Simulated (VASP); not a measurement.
Runs of VASP 6.6.1 on Ta. The structure is that of space group Im-3m (No. 229), or close to it. The cells are those of the table. 

```tsv
task	level	cell	cutoff (eV)	gap on the mesh (eV)	pressure (GPa)	relaxed volume (Å³/atom)
single point	PBE	a = 2.874 Å, angles 109.5°, 1 atom	520	none	0.1	-
single point	PBE+D4	a = 2.861 Å, angles 109.5°, 1 atom	520	none	0.1	-
relaxation of cell and atoms	PBE	relaxed from a = 2.860 Å, angles 109.5°, 1 atom	600	none	0.0	(a)
relaxation of cell and atoms	PBE+D4	relaxed from a = 2.860 Å, angles 109.5°, 1 atom	600	none	0.0	18.05
```

Alike in all rows: potentials or basis VASP PAW PBE potentials, release 64 (Ta_pv); no spin polarisation; k mesh 14 × 14 × 14; smearing fermi-dirac 0.05 eV.

Q: Fill in the values left out.

A: (a) 18.29.

Caveats: spin-orbit coupling is left out, which moves the levels of the heavy elements.

A k mesh can miss the band edges, and the runs leave out spin-orbit coupling on Ta.

A gap of «none» marks levels without a gap at the run's occupations.
